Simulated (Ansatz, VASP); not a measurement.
**SiC: VASP beside Ansatz**

The input POSCAR:

```
SiC
1.0
    3.1580835114      0.0000000000      0.0000000000
   -1.5790417557      2.7349805481      0.0000000000
    0.0000000000      0.0000000000      5.0268932654
Si C
2 2
Direct
    0.3333333333      0.6666666667      0.4982977205
    0.6666666667      0.3333333333      0.9982977205
    0.3333333333      0.6666666667      0.8767022795
    0.6666666667      0.3333333333      0.3767022795
```

Contents of INCAR.step1:

```
SYSTEM = SiC
ALGO = Normal ; EDIFF = 1E-5
ENCUT = 520 ; GGA = PE
ISIF = 2 ; ISMEAR = 0
LASPH = .TRUE. ; LCHARG = .FALSE.
LREAL = .FALSE. ; LWAVE = .TRUE.
NBANDS = 16 ; NELM = 100
PREC = Accurate ; SIGMA = 0.01
```

The input INCAR.step2:

```
SYSTEM = SiC
ALGO = Normal ; EDIFF = 1E-6
ENCUT = 520 ; GGA = PE
HFSCREEN = 0.2079 ; ISIF = 2
ISMEAR = 0 ; ISTART = 1
LASPH = .TRUE. ; LCHARG = .FALSE.
LHFCALC = .TRUE. ; LREAL = .FALSE.
LWAVE = .FALSE. ; NBANDS = 16
NELM = 100 ; PREC = Accurate
PRECFOCK = Normal ; SIGMA = 0.01
```

KPOINTS

```
k-points
0
G
  6 6 4
  0 0 0
```

Input for Ansatz:

```yaml
crystal:
  lattice:
    - [3.1580835114, 0.0, 0.0]
    - [-1.5790417557, 2.7349805481, 0.0]
    - [0.0, 0.0, 5.0268932654]
  atoms:
    - { symbol: Si, position: [0.3333333333, 0.6666666667, 0.4982977205] }
    - { symbol: Si, position: [0.6666666667, 0.3333333333, 0.9982977205] }
    - { symbol: C, position: [0.3333333333, 0.6666666667, 0.8767022795] }
    - { symbol: C, position: [0.6666666667, 0.3333333333, 0.3767022795] }
kpoints:
  mp_grid: { grid: [6, 6, 4] }
  band_path:
    path:
      - [0.0, 0.0, 0.0]
      - [0.5, 0.0, 0.0]
      - [0.3333333333, 0.3333333333, 0.0]
      - [0.0, 0.0, 0.5]
      - [0.5, 0.0, 0.5]
      - [0.3333333333, 0.3333333333, 0.5]
      - [0.0, 0.5, 0.0]
    npoints: 1
hamiltonian:
  xc: hse06
scf:
  occupations: { method: fixed }
  n_extra_bands: 5
output:
  forces: true
  stress: true
  eigenvalues: true
```

Change from the starting cell: epitaxial_xy strain +2.7%.

Alike in both runs: task single point; functional HSE06; k mesh 6 × 6 × 4; no spin polarisation.

|  | VASP | Ansatz |
| --- | --- | --- |
| version | VASP 6.6.1 | Ansatz 0.2.0 |
| potentials or method | VASP PAW PBE potentials, release 64 (Si, C) | plane waves, PAW |
| plane-wave cutoff (eV) | 520 | 420 |
| occupations | gaussian, width 0.01 eV | fixed |
| valence electrons in the cell | 16 | 16 |

|  | VASP | Ansatz | Ansatz less VASP |
| --- | --- | --- | --- |
| gap on the k mesh at the Fermi level (eV) | 3.33 | 3.32 | -0.005 |
| pressure (GPa) | -11.6 | -11.3 | +0.31 |
| traceless stress, the component that is largest in VASP (GPa) | 9.74 | 9.66 | -0.079 |
| rms of the force components (eV/Å) | 0.019 | 0.021 | +0.0022 |

Atom by atom the forces differ by 0.002 eV/Å (rms over components). Ansatz's warnings: stress exchange threshold loose, stress scf threshold loose.
